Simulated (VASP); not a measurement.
MgC2, 6 atoms in the cell. The structure is tetragonal, space group P4_2/mnm (No. 136). Conventional cell: a = 3.951 Å, b = 3.951 Å, c = 4.987 Å, α = 90.00°, β = 90.00°, γ = 90.00°. Mg (site symmetry mmm) has 10 C at 2.17 to 2.86 Å within 2.9 Å. Within 1.7 Å of C (site symmetry m2m) lie 1 C at 1.26 Å. 

- Program: VASP 6.6.1
- Task: single point
- Functional: LDA
- Potentials or basis: VASP PAW LDA potentials, release 64 (Mg_sv, C)
- Cutoff: 840 eV
- k mesh: 3 × 3 × 2
- Occupations: gaussian, width 0.01 eV
- Spin: no spin polarisation
- Dipole correction: no
- Further INCAR settings: ALGO = Normal; EDIFF = 1e-06; NBANDS = 27

Potentials or basis: VASP PAW LDA potentials, release 64 (Mg_sv, C).

Launch:

```console
$ cat potpaw_LDA.64/Mg_sv/POTCAR potpaw_LDA.64/C/POTCAR > POTCAR
$ mpirun -np 1 vasp_std > vasp.out
```

Hardware: 1 thread of Intel(R) Xeon(R) Platinum 8259CL CPU @ 2.50GHz (Skylake/Cascade Lake), with other jobs on the host.

Task: Estimate the wall time of this run.

Result: It took 26 s on 1 thread of Intel(R) Xeon(R) Platinum 8259CL CPU @ 2.50GHz (Skylake/Cascade Lake), on a shared host, peak memory 0.21 GiB. Counts: scf iterations 13, k points 6.
